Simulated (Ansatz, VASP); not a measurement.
# Sc4BP3 in VASP and in Ansatz

INCAR

```
  ALGO = Normal
  EDIFF = 1E-7
  EDIFFG = -0.08
  ENCUT = 600
  GGA = PE
  IBRION = 2
  ISIF = 3
  ISMEAR = 0
  LASPH = T
  LCHARG = F
  LREAL = F
  LWAVE = F
  NELM = 100
  NSW = 36
  PREC = Accurate
  SIGMA = 0.2
```

The input KPOINTS:

```
k-points
0
Gamma
  5 5 5
```

The input POSCAR:

```
Sc4BP3
1.0
   -2.5650000000      2.5650000000      5.1300000000
    2.5650000000     -2.5650000000      5.1300000000
    2.5650000000      2.5650000000     -5.1300000000
Sc B P
4 1 3
Direct
    0.7500000000      0.7500000000      0.0000000000
    0.0000000000      0.5000000000      0.5000000000
    0.2500000000      0.2500000000      0.0000000000
    0.5000000000      0.0000000000      0.5000000000
    0.0000000000      0.0000000000      0.0000000000
    0.7500000000      0.2500000000      0.5000000000
    0.5000000000      0.5000000000      0.0000000000
    0.2500000000      0.7500000000      0.5000000000
```

Input for Ansatz:

```yaml
crystal:
  lattice:
    - [-2.565, 2.565, 5.13]
    - [2.565, -2.565, 5.13]
    - [2.565, 2.565, -5.13]
  atoms:
    - { symbol: Sc, position: [0.75, 0.75, 0.0] }
    - { symbol: Sc, position: [0.0, 0.5, 0.5] }
    - { symbol: Sc, position: [0.25, 0.25, 0.0] }
    - { symbol: Sc, position: [0.5, 0.0, 0.5] }
    - { symbol: B, position: [0.0, 0.0, 0.0] }
    - { symbol: P, position: [0.75, 0.25, 0.5] }
    - { symbol: P, position: [0.5, 0.5, 0.0] }
    - { symbol: P, position: [0.25, 0.75, 0.5] }
basis:
  ecutwfc: 420
kpoints:
  mp_grid: { grid: [5, 5, 5] }
hamiltonian:
  xc: pbe
scf:
  occupations: { method: gaussian, width: 0.2 }
  lower_state_search: "off"
output:
  forces: true
  stress: true
  eigenvalues: true
relax:
  adjacent_minimum: "off"
  f_tol: 0.08
  max_steps: 16
  cell: { stress_tol: 0.8 }
```

Alike in both runs: task relaxation of cell and atoms; functional PBE; k mesh 5 × 5 × 5; occupations gaussian, width 0.2 eV; no spin polarisation.

|  | VASP | Ansatz |
| --- | --- | --- |
| version | VASP 6.6.1 | Ansatz 0.2.0 |
| potentials or method | VASP PAW PBE potentials, release 64 (Sc_sv, B, P), cutoff 600 eV | scalar-relativistic, plane waves, PAW |
| valence electrons in the cell | 62 | 62 |

|  | VASP | Ansatz | Ansatz less VASP |
| --- | --- | --- | --- |
| gap on the k mesh at the Fermi level, each at its own relaxed structure (eV) | none | none | - |
| relaxed volume (Å³/atom) | 17.91 | 17.89 | -0.017 |
| relaxed cell length with the largest relative difference (Å) | 6.404 | 6.400 | -0.0043 |

A gap of «none» marks a metal or a gap that the smearing closes.
